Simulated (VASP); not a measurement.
# Sn (I4/mmm) in VASP: notebook, part 2 of 2

VASP 6.6.1. The steps go on from the part before.

## Step 4: Single point, PBEsol (strain +0.000 along x and y, +0.030 along z)

INCAR

```
  PREC = Accurate
  ENCUT = 520
  EDIFF = 1E-6
  ISMEAR = 0
  SIGMA = 0.15
  LREAL = False
  LASPH = True
  NELM = 60
  ALGO = Fast
  ISIF = 2
  LWAVE = False
  LCHARG = False
  GGA = PS
  NBANDS = 13
```

KPOINTS

```
Automatic mesh
0
Gamma
  18 18 18
```

POSCAR

```
Sn
1.0
   -1.8946518192      1.8946518192      1.9514913738
    1.8946518192     -1.8946518192      1.9514913738
    1.8946518192      1.8946518192     -1.9514913738
Sn
1
Direct
    0.0000000000      0.0000000000      0.0000000000
```

Potentials or basis: VASP PAW PBE potentials, release 64 (Sn_d).

The run is started by

```console
> cat potpaw_PBE.64/Sn_d/POTCAR > POTCAR
> mpirun -np 1 vasp_std > vasp.out
```

OUTCAR:

```text
PREC = Accurate
   ENCUT = 520
   EDIFF = 1E-6
   ISMEAR = 0
   LREAL = False
   LASPH = True
   NELM = 60
   ISIF = 2
   GGA = PS

 ion  position               nearest neighbor table
   1  0.000  0.000  0.000-

  LATTYP: Found a body centered tetragonal cell.
 ALAT       =     3.7893036384
 C/A-ratio  =     1.0300000000

  Lattice vectors:

 A1 = (  -1.8946518192,   1.8946518192,   1.9514913738)
 A2 = (   1.8946518192,  -1.8946518192,   1.9514913738)
 A3 = (   1.8946518192,   1.8946518192,  -1.9514913738)

Analysis of symmetry for initial positions (statically):
=====================================================================
 Subroutine PRICEL returns:
 Original cell was already a primitive cell.

 Routine SETGRP: Setting up the symmetry group for a
 body centered tetragonal supercell.

 Subroutine GETGRP returns: Found 16 space group operations
 (whereof 16 operations were pure point group operations)
 out of a pool of 16 trial point group operations.

The static configuration has the point symmetry D_4h.

Analysis of symmetry for dynamics (positions and initial velocities):
=====================================================================
 Subroutine PRICEL returns:
 Original cell was already a primitive cell.

 Routine SETGRP: Setting up the symmetry group for a
 body centered tetragonal supercell.

 Subroutine GETGRP returns: Found 16 space group operations
 (whereof 16 operations were pure point group operations)
 out of a pool of 16 trial point group operations.

The dynamic configuration has the point symmetry D_4h.

 Subroutine INISYM returns: Found 16 space group operations
 (whereof 16 operations are pure point group operations),
 and found     1 'primitive' translations

----------------------------------------------------------------------------------------

                                     Primitive cell

  volume of cell :      28.0211

  direct lattice vectors                    reciprocal lattice vectors
[... 115 lines left out ...]
   LRPA    =     F    only Hartree local field effects (RPA)
 non-spin polarized calculation
 RMM-DIIS sequential band-by-band and
 Gauss-broadening in eV      SIGMA  =   0.15
  energy-cutoff  :      520.00
  volume of cell :       28.02
 maximum number of plane-waves:       771
 NGX is ok and might be reduce to    28
   NGX = 13   NGY = 13   NGZ = 13

 number of electron      14.0000001 magnetization

 Free energy of the ion-electron system (eV)
  ---------------------------------------------------
  ext. energy  EPLUGINS =         0.00000000
  ---------------------------------------------------
  free energy    TOTEN  =        -4.21414315 eV

  energy without entropy =       -4.20773641  energy(sigma->0) =       -4.21093978

 E-fermi :   7.5682     XC(G=0): -10.3632

 val. band max:        7.5619902862   @ k =  -0.2222  -0.3333   0.2222
 cond. band min:       7.5746312720   @ k =   0.5000   0.5000   0.4444
 fundamental gap:      0.0126409858
 Fermi energy:         7.5682260544

 k-point     1 :       0.0000    0.0000    0.0000
  band No.  band energies     occupation
      1     -13.8665      2.00000
      2     -13.8665      2.00000
      3     -13.8608      2.00000
      4     -13.7452      2.00000
      5     -13.7307      2.00000
      6      -3.3150      2.00000
      7      15.1383      0.00000
      8      15.2790      0.00000
      9      15.2790      0.00000
     10      19.3806      0.00000
     11      19.7722      0.00000
     12      19.7756      0.00000
     13      19.9147      0.00000
[... 354 lines left out ...]
  band No.  band energies     occupation
      1     -13.8749      2.00000
      2     -13.8498      2.00000
      3     -13.7951      2.00000
      4     -13.7547      2.00000
      5     -13.7373      2.00000
      6      -2.4628      2.00000
      7      10.5819      0.00000
      8      13.0408      0.00000
      9      14.0786      0.00000
     10      17.2058      0.00000
     11      17.6145      0.00000
     12      18.9891      0.00000
     13      21.6575      0.00000

 [... further k-points ...]

------------------------ aborting loop because EDIFF is reached ----------------------------------------

  FORCE on cell =-STRESS in cart. coord.  units (eV):
  Direction    XX          YY          ZZ          XY          YZ          ZX
  --------------------------------------------------------------------------------------
  -------------------------------------------------------------------------------------
  Total       -0.5919424     -0.5919424     -0.4814998      0.0000000      0.0000000      0.0000000
  in kB      -33.8457867    -33.8457867    -27.5309544      0.0000000      0.0000000      0.0000000
  external PRESSURE =     -31.7408426 kB  Pullay stress =       0.0000000 kB

 VOLUME and BASIS-vectors are now :
 -----------------------------------------------------------------------------
  energy-cutoff  :      520.00
  volume of cell :       28.02
      direct lattice vectors                 reciprocal lattice vectors
    -1.894651819  1.894651819  1.951491374     0.000000000  0.263900731  0.256214302
     1.894651819 -1.894651819  1.951491374     0.263900731  0.000000000  0.256214302
     1.894651819  1.894651819 -1.951491374     0.263900731  0.263900731  0.000000000

 POSITION                                       TOTAL-FORCE (eV/Angst)
 -----------------------------------------------------------------------------------
      0.00000      0.00000      0.00000         0.000000     -0.000000      0.000000
 -----------------------------------------------------------------------------------
    total drift:                               -0.000000     -0.000000     -0.000000

  FREE ENERGIE OF THE ION-ELECTRON SYSTEM (eV)
  ---------------------------------------------------
  free  energy   TOTEN  =        -4.2141431475 eV

  energy  without entropy=       -4.2077364055  energy(sigma->0) =       -4.21093978
```

stdout:

```text
POSCAR found type information on POSCAR Sn
 POSCAR found :  1 types and       1 ions
 scaLAPACK will be used
 -----------------------------------------------------------------------------
|                                                                             |
|                                                                             |
|     You enforced a specific xc type in the INCAR file but a different       |
|     I HOPE YOU KNOW WHAT YOU ARE DOING!                                     |
|                                                                             |
 -----------------------------------------------------------------------------

 LDA part: xc-table for (Slater+PW92), standard interpolation
 POSCAR, INCAR and KPOINTS ok, starting setup
 FFT: planning ... GRIDC
 FFT: planning ... GRID_SOFT
 FFT: planning ... GRID
 WAVECAR not read
 entering main loop
WARNING in EDDRMM: call to ZHEGV failed, returncode =   6  3     13
WARNING in EDDRMM: call to ZHEGV failed, returncode =   6  3     10
WARNING in EDDRMM: call to ZHEGV failed, returncode =   8  4     13
```

Run time: 2.1 min. Hardware: 1 thread of Intel Xeon 6975P-C (Granite Rapids), shared host; peak memory 0.28 GiB.

Results:

```yaml
Free_energy: -4.2141 eV
Pressure: -3.2 GPa
Band_gap_on_the_k_mesh: zero (bands 7 and 8 overlap by 9.92 eV)
```

Caveat: the cell differs from its parent crystal (strain +0.000 along x and y, +0.030 along z); the cell stands under tension; the PAW data sets were made with another functional, which shifts forces and pressure a little; spin-orbit coupling is left out, which moves the levels of the heavy elements.

## Step 5: Single point, PBEsol (strain +0.015 along x and y, +0.000 along z)

INCAR

```
ALGO = Fast
EDIFF = 1E-6
ENCUT = 520
GGA = PS
ISIF = 2
ISMEAR = 0
LASPH = True
LCHARG = False
LREAL = False
LWAVE = False
NBANDS = 13
NELM = 60
PREC = Accurate
SIGMA = 0.15
```

KPOINTS

```
k-points
0
Gamma
  18 18 18
```

POSCAR

```
Sn
1.0
   -1.9230715965      1.9230715965      1.8946518192
    1.9230715965     -1.9230715965      1.8946518192
    1.9230715965      1.9230715965     -1.8946518192
Sn
1
Direct
    0.0000000000      0.0000000000      0.0000000000
```

The run is started by

```console
> cat potpaw_PBE.64/Sn_d/POTCAR > POTCAR
> mpirun -np 1 vasp_std > vasp.out
```

Run time: 1.8 min. Hardware: 1 thread of Intel Xeon 6975P-C (Granite Rapids), shared host; peak memory 0.28 GiB.

It converged, with:

| Property | Result |
| --- | --- |
| Free energy | -4.2132 eV |
| Pressure | -3.2 GPa |
| Band gap on the k mesh | zero (bands 7 and 8 overlap by 9.99 eV) |

Stress tensor (GPa, compression positive):
```
-3.01  0.00  0.00
 0.00 -3.01  0.00
 0.00  0.00 -3.51
```

Levels at points of the mesh, in eV from the Fermi level:
```csv
k point,band 3,band 4,band 5,band 6,band 7,band 8,band 9,band 10,band 11,band 12
"(0.00, 0.00, 0.00)",-21.42,-21.30,-21.29,-10.87,7.65,7.65,7.74,12.00,12.01,12.19
"(0.50, 0.00, 0.00)",-21.30,-21.30,-21.22,-6.36,-4.25,3.45,5.24,7.71,8.09,14.77
"(0.50, 0.50, 0.00)",-21.31,-21.30,-21.22,-6.45,-4.29,3.62,5.49,7.93,8.33,14.44
"(0.50, 0.50, 0.50)",-21.24,-21.24,-21.24,-2.67,-0.53,-0.53,-0.26,3.79,3.93,18.07
```

Caveat: the cell differs from its parent crystal (strain +0.015 along x and y, +0.000 along z); the cell stands under tension; the PAW data sets were made with another functional, which shifts forces and pressure a little; spin-orbit coupling is left out, which moves the levels of the heavy elements.

## Step 6: Overview

```tsv
cell	further INCAR settings	gap on the mesh (eV)	pressure (GPa)
a = 3.298 Å, angles 109.9, 109.9, 108.7°, 1 atom	ALGO = Fast; EDIFF = 1e-06; NBANDS = 13	none	-2.6
a = 3.298 Å, angles 108.7, 108.7, 111.1°, 1 atom	ALGO = Fast; EDIFF = 1e-07; NBANDS = 13	none	-2.6
a = 3.315 Å, angles 110.3, 110.3, 107.9°, 1 atom	ALGO = Fast; EDIFF = 1e-06; NBANDS = 13	none	-3.2
a = 3.315 Å, angles 109.1, 109.1, 110.3°, 1 atom	ALGO = Fast; EDIFF = 1e-06; NBANDS = 13	none	-3.2
```

Alike in all rows: task single point; level PBEsol; potentials or basis VASP PAW PBE potentials, release 64 (Sn_d); no spin polarisation; k mesh 18 × 18 × 18; cutoff (eV) 520; smearing gaussian 0.15 eV.

Caveats: the PAW data sets were made with another functional, which shifts forces and pressure a little; spin-orbit coupling is left out, which moves the levels of the heavy elements; the cell stands under tension (at least some runs).

Total energies depend on the potentials used, so only differences within one code and one set of settings carry meaning.

The gap in the log of VASP goes by the Fermi energy; the results here count the filled bands.